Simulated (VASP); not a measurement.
# Ga (C2/c) in VASP: a series of runs

Runs on Ga. Level: PBEsol. Tasks: single point.

Everything below comes from runs of VASP 6.6.1. Logs are shortened: lines on timing, memory, paths and dates and some standing lists are left out, and cuts for length are marked.

### 1 The cell of the first run

It takes space group C2/c (No. 15, monoclinic). The conventional cell has a = 2.685 Å, b = 7.788 Å, c = 3.038 Å, α = 90.00°, β = 91.84°, γ = 90.00°. Ga (site symmetry 2) has 10 Ga at 2.58 to 3.04 Å within 3.4 Å.

### 2 Single point, PBEsol

Input file INCAR:

```
SYSTEM = Ga
PREC = Accurate
ENCUT = 520
EDIFF = 1E-6
ISMEAR = -1
SIGMA = 0.05
LREAL = .False.
LASPH = .True.
NELM = 80
ALGO = Fast
ISIF = 2
LWAVE = .False.
LCHARG = .False.
GGA = PS
NBANDS = 20
```

Input file KPOINTS:

```
regular mesh
0
Gamma
  10 10 8
  0 0 0
```

Input file POSCAR:

```
Ga
1.0
    1.3425569993     -3.8940977789      0.0035083729
    1.3425569993      3.8940977789      0.0035083729
   -0.1055656703      0.0000000000      3.0364988324
Ga
2
Direct
    0.1341104587      0.8658895413      0.7500000000
    0.8658895413      0.1341104587      0.2500000000
```

Potentials or basis: VASP PAW PBE potentials, release 64 (Ga_d).

Started as:

```sh
$ cat potpaw_PBE.64/Ga_d/POTCAR > POTCAR
$ mpirun -np 1 vasp_std > vasp.out
```

OUTCAR:

```text
SYSTEM = Ga
   PREC = Accurate
   ENCUT = 520
   EDIFF = 1E-6
   ISMEAR = -1
   LREAL = .False.
   LASPH = .True.
   NELM = 80
   ISIF = 2
   GGA = PS

 ion  position               nearest neighbor table
   1  0.134  0.866  0.750-   2 2.58   2 2.58   2 2.69   2 2.69   2 2.74   2 2.74
   2  0.866  0.134  0.250-   1 2.58   1 2.58   1 2.69   1 2.69   1 2.74   1 2.74

  LATTYP: Found a base centered monoclinic cell.
 ALAT       =     2.6851231667
 B/A-ratio  =     2.9004984406
 C/A-ratio  =     1.1315433654
 COS(beta)  =    -0.0321328642

  Lattice vectors:

 A1 = (   1.3425569993,  -3.8940977789,   0.0035083729)
 A2 = (   1.3425569993,   3.8940977789,   0.0035083729)
 A3 = (  -0.1055656703,   0.0000000000,   3.0364988324)

Analysis of symmetry for initial positions (statically):
=====================================================================
 Subroutine PRICEL returns:
 Original cell was already a primitive cell.

 Routine SETGRP: Setting up the symmetry group for a
 base centered monoclinic supercell.

 Subroutine GETGRP returns: Found  4 space group operations
 (whereof  2 operations were pure point group operations)
 out of a pool of  4 trial point group operations.

The static configuration has the point symmetry S_2 .
 The point group associated with its full space group is C_2h.

Analysis of symmetry for dynamics (positions and initial velocities):
=====================================================================
 Subroutine PRICEL returns:
 Original cell was already a primitive cell.

 Routine SETGRP: Setting up the symmetry group for a
 base centered monoclinic supercell.

 Subroutine GETGRP returns: Found  4 space group operations
 (whereof  2 operations were pure point group operations)
 out of a pool of  4 trial point group operations.

The dynamic configuration has the point symmetry S_2 .
 The point group associated with its full space group is C_2h.

 Subroutine INISYM returns: Found  4 space group operations
 (whereof  2 operations are pure point group operations),
 and found     1 'primitive' translations

----------------------------------------------------------------------------------------

                                     Primitive cell

  volume of cell :      31.7528

  direct lattice vectors                    reciprocal lattice vectors
     1.342556999 -3.894097779  0.003508373     0.372389835 -0.128399447  0.012946352
     1.342556999  3.894097779  0.003508373     0.372389835  0.128399447  0.012946352
    -0.105565670  0.000000000  3.036498832    -0.000860519  0.000000000  0.329296737

  length of vectors
     4.119037402  4.119037402  3.038333305     0.394117007  0.394117007  0.329297862

  position of ions in fractional coordinates (direct lattice)
     0.134110459  0.865889541  0.750000000
     0.865889541  0.134110459  0.250000000

  ion indices of the primitive-cell ions
   primitive index   ion index
                 1           1
                 2           2

----------------------------------------------------------------------------------------

 KPOINTS: regular mesh

Automatic generation of k-mesh.
 Grid dimensions read from file:
 generate k-points for:   10   10    8

 Generating k-lattice:

  Cartesian coordinates                     Fractional coordinates (reciprocal lattice)
     0.037238983 -0.012839945  0.001294635     0.100000000 -0.000000000  0.000000000
     0.037238983  0.012839945  0.001294635    -0.000000000  0.100000000  0.000000000
    -0.000107565  0.000000000  0.041162092     0.000000000  0.000000000  0.125000000

  Length of vectors
     0.039411701  0.039411701  0.041162233

  Shift w.r.t. Gamma in fractional coordinates (k-lattice)
     0.000000000  0.000000000  0.000000000

 Subroutine IBZKPT returns following result:
 ===========================================

 Found    227 irreducible k-points:

 Following reciprocal coordinates:
            Coordinates               Weight
  0.000000  0.000000  0.000000      1.000000
  0.100000 -0.000000  0.000000      4.000000
  0.200000 -0.000000  0.000000      4.000000
  0.300000 -0.000000 -0.000000      4.000000
  0.400000 -0.000000  0.000000      4.000000
  0.500000  0.000000  0.000000      2.000000
[... 16 lines left out ...]
  0.300000  0.300000 -0.000000      2.000000
  0.400000  0.300000 -0.000000      4.000000
 [... further k-points ...]
   k-points           NKPTS =    227   k-points in BZ     NKDIM =    227   number of bands    NBANDS=     20
   number of dos      NEDOS =    301   number of ions     NIONS =      2
   total plane-waves  NPLWV =  24576
   dimension x,y,z NGX =    32 NGY =   32 NGZ =   24
   dimension x,y,z NGXF=    64 NGYF=   64 NGZF=   48
   ions per type =               2
   NGX,Y,Z   is equivalent  to a cutoff of  12.92, 12.92, 13.13 a.u.
   NGXF,Y,Z  is equivalent  to a cutoff of  25.83, 25.83, 26.26 a.u.
 SYSTEM =  Ga
   PREC   = accura    normal or accurate (medium, high low for compatibility)
   ISTART =      0    job   : 0-new  1-cont  2-samecut
   ICHARG =      2    charge: 1-file 2-atom 10-const
   ISPIN  =      1    spin polarized calculation?
   LNONCOLLINEAR =      F non collinear calculations
   LSORBIT =      F    spin-orbit coupling
   LASPH  =      T    aspherical Exc in radial PAW
   ENCUT  =  520.0 eV  38.22 Ry    6.18 a.u.   7.66  7.66  5.65*2*pi/ulx,y,z
   NELM   =     80;   NELMIN=  2; NELMDL= -5     # of ELM steps
   EDIFF  = 0.1E-05   stopping-criterion for ELM
   LREAL  =      F    real-space projection
   EDIFFG = 0.1E-04   stopping-criterion for IOM
   NSW    =      0    number of steps for IOM
   IBRION =     -1    ionic relax: 0-MD 1-quasi-New 2-CG
   NFREE  =      0    steps in history (QN), initial steepest desc. (CG)
   ISIF   =      2    stress and relaxation
   ISYM   =      2    0-nonsym 1-usesym 2-fastsym
   POTIM  = 0.5000    time-step for ionic-motion
   TEBEG  =    0.0;   TEEND  =   0.0 temperature during run
   PSTRESS=    0.0 pullay stress
   NELECT =      26.0000    total number of electrons
   NUPDOWN=      -1.0000    fix difference up-down
   EMIN   =  10.00;   EMAX   =-10.00  energy-range for DOS
   EFERMI =   0.00;   METHOD = LEGACY
   ISMEAR =    -1;   SIGMA  =   0.05  broadening in eV -4-tet -1-fermi 0-gaus
   EFERMI_NEDOS =   21; number of points for ismear=-14 and -15
   IALGO  =     68    algorithm
   IMIX   =      4    mixing-type and parameters
     AMIX     =   0.40;   BMIX     =  1.00
     AMIX_MAG =   1.60;   BMIX_MAG =  1.00
  volume/ion in A,a.u.               =      15.88       107.14
  Fermi-wavevector in a.u.,A,eV,Ry     =   1.531576  2.894259 31.915528  2.345725
  Thomas-Fermi vector in A             =   2.638901
   LORBIT       =      0    0 simple, 1 ext, 2 COOP (PROOUT), +10 PAW based schemes
   GGA     = PS    functional components
   LHFCALC =     F    Hartree Fock is set to
   AEXX    =    0.0000 exact exchange contribution
   IVDW    =     0    specifies the selected vdW correction
   LEPSILON=     F    determine dielectric tensor
   LRPA    =     F    only Hartree local field effects (RPA)
 non-spin polarized calculation
 RMM-DIIS sequential band-by-band and
  energy-cutoff  :      520.00
  volume of cell :       31.75
 maximum number of plane-waves:       873
   NGX = 15   NGY = 15   NGZ = 11

 number of electron      26.0000008 magnetization

 Free energy of the ion-electron system (eV)
  ---------------------------------------------------
  ext. energy  EPLUGINS =         0.00000000
  ---------------------------------------------------
  free energy    TOTEN  =        -6.58351814 eV

  energy without entropy =       -6.57967434  energy(sigma->0) =       -6.58159624

 E-fermi :   7.2332     XC(G=0): -12.0058

 val. band max:        7.2179775050   @ k =   0.3000   0.3000   0.5000
 cond. band min:       7.2462103343   @ k =   0.5000   0.5000   0.2500
 fundamental gap:      0.0282328293
 Fermi energy:         7.2332488272

 k-point     1 :       0.0000    0.0000    0.0000
  band No.  band energies     occupation
      1      -8.3118      2.00000
      2      -8.2511      2.00000
      3      -8.2068      2.00000
      4      -8.1819      2.00000
      5      -7.8476      2.00000
      6      -7.8220      2.00000
[... 12 lines left out ...]
     19      19.5594      0.00000
     20      20.6253      0.00000

 k-point     2 :       0.1000   -0.0000    0.0000
  band No.  band energies     occupation
      1      -8.2941      2.00000
      2      -8.2411      2.00000
      3      -8.1842      2.00000
      4      -8.1305      2.00000
      5      -7.8656      2.00000
      6      -7.8437      2.00000
[... 12 lines left out ...]
     19      20.3263      0.00000
     20      22.8903      0.00000

 k-point     3 :       0.2000   -0.0000    0.0000
  band No.  band energies     occupation
      1      -8.2510      2.00000
      2      -8.2155      2.00000
      3      -8.1243      2.00000
      4      -8.0285      2.00000
      5      -7.9041      2.00000
      6      -7.9001      2.00000
[... 12 lines left out ...]
     19      20.5900      0.00000
     20      24.3715      0.00000

 k-point     4 :       0.3000   -0.0000   -0.0000
  band No.  band energies     occupation
      1      -8.2044      2.00000
      2      -8.1871      2.00000
      3      -8.0856      2.00000
      4      -8.0447      2.00000
      5      -7.9773      2.00000
      6      -7.8428      2.00000
[... 12 lines left out ...]
     19      20.9111      0.00000
     20      22.6087      0.00000

 k-point     5 :       0.4000   -0.0000    0.0000
  band No.  band energies     occupation
      1      -8.1982      2.00000
      2      -8.1683      2.00000
      3      -8.0918      2.00000
      4      -8.0642      2.00000
      5      -8.0382      2.00000
      6      -7.8550      2.00000
[... 12 lines left out ...]
     19      19.6155      0.00000
     20      21.3040      0.00000
[... 353 lines left out ...]
      6      -7.8797      2.00000
[... 12 lines left out ...]
     19      18.7894      0.00000
     20      21.7921      0.00000

 k-point    22 :      -0.2000    0.2000    0.0000
  band No.  band energies     occupation
      1      -8.3139      2.00000
      2      -8.2379      2.00000
      3      -8.1930      2.00000
      4      -8.0948      2.00000
      5      -7.9079      2.00000
      6      -7.8477      2.00000
[... 12 lines left out ...]
     19      19.1507      0.00000
     20      19.9521      0.00000

 k-point    23 :       0.3000    0.3000   -0.0000
  band No.  band energies     occupation
      1      -8.2194      2.00000
      2      -8.1626      2.00000
      3      -8.0896      2.00000
      4      -7.9893      2.00000
      5      -7.9211      2.00000
      6      -7.9174      2.00000
[... 12 lines left out ...]
     19      18.4139      0.00000
     20      20.0421      0.00000

 k-point    24 :       0.4000    0.3000   -0.0000
  band No.  band energies     occupation
      1      -8.1976      2.00000
      2      -8.1148      2.00000
      3      -8.0664      2.00000
      4      -8.0119      2.00000
      5      -7.9599      2.00000
      6      -7.9454      2.00000
[... 12 lines left out ...]
     19      17.5766      0.00000
     20      19.3035      0.00000

 [... further k-points ...]
[... 5 lines left out ...]
  --------------------------------------------------------------------------------------
  -------------------------------------------------------------------------------------
  Total        2.0151198      2.0068044      1.9959926      0.0000000      0.0000000     -0.0026119
  in kB      101.6785380    101.2589613    100.7134207      0.0000000      0.0000000     -0.1317927
  external PRESSURE =     101.2169734 kB  Pullay stress =       0.0000000 kB

 VOLUME and BASIS-vectors are now :
 -----------------------------------------------------------------------------
  energy-cutoff  :      520.00
  volume of cell :       31.75
      direct lattice vectors                 reciprocal lattice vectors
     1.342556999 -3.894097779  0.003508373     0.372389835 -0.128399447  0.012946352
     1.342556999  3.894097779  0.003508373     0.372389835  0.128399447  0.012946352
    -0.105565670  0.000000000  3.036498832    -0.000860519  0.000000000  0.329296737

 POSITION                                       TOTAL-FORCE (eV/Angst)
 -----------------------------------------------------------------------------------
      1.26338      2.84962      2.28088        -0.000000      0.003155      0.000000
      1.31617     -2.84962      0.76263         0.000000     -0.003155     -0.000000
 -----------------------------------------------------------------------------------
    total drift:                               -0.000000     -0.000000      0.000000

  FREE ENERGIE OF THE ION-ELECTRON SYSTEM (eV)
  ---------------------------------------------------
  free  energy   TOTEN  =        -6.5835181424 eV

  energy  without entropy=       -6.5796743356  energy(sigma->0) =       -6.58159624
```

It took 63 s on 1 thread of Intel Xeon 6975P-C (Granite Rapids), shared host; peak memory 0.25 GiB.

Results:

| Quantity | Value |
| --- | --- |
| Free energy | -6.5835 eV |
| Pressure | 10.1 GPa |
| Largest force | 0.003 eV/Å |
| Band gap on the k mesh | zero (band 13 reaches 12.35 eV, above the bottom of band 14 at 2.09 eV) |

Forces in eV/Å, atoms in the order of the input:
```
Ga   0.000  0.003  0.000
Ga   0.000 -0.003  0.000
```

Stress tensor (GPa, compression positive):
```
10.17  0.00 -0.01
 0.00 10.13  0.00
-0.01  0.00 10.07
```

Caveat: the PAW data sets were made with another functional, which shifts forces and pressure a little.

(Part 1 of 2 ends here.)
